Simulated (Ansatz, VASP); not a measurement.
**Two plane-wave programs on Ca**

```
Ca
1.0
     0.00000    3.01774    2.79420
     3.01774    0.00000    2.79420
     3.01774    3.01774    0.00000
Ca
1
Direct
  0.00000 0.00000 0.00000
```

Change from the starting cell: strain +0.080 along x and y, +0.000 along z, atoms carried along.

Alike in both runs: task single point; functional LDA; k mesh 14 × 14 × 14; occupations gaussian, width 0.15 eV; no spin polarisation.

```csv
,VASP,Ansatz
version,VASP 6.6.1,Ansatz 0.2.0
potentials or method,"VASP PAW LDA potentials, release 64 (Ca_sv), cutoff 520 eV","scalar-relativistic, plane waves, PAW"
valence electrons in the cell,10,10
```

```tsv
	VASP	Ansatz	Ansatz less VASP
gap on the k mesh at the Fermi level (eV)	none	none	-
pressure (GPa)	-3.5	-3.5	0.00
traceless stress, the component that is largest in VASP (GPa)	0.20	0.20	0.000
```

LDA's correlation is that of Perdew and Zunger in VASP and of Perdew and Wang (1992) in Ansatz. A gap of «none» marks a metal or a gap that the smearing closes.
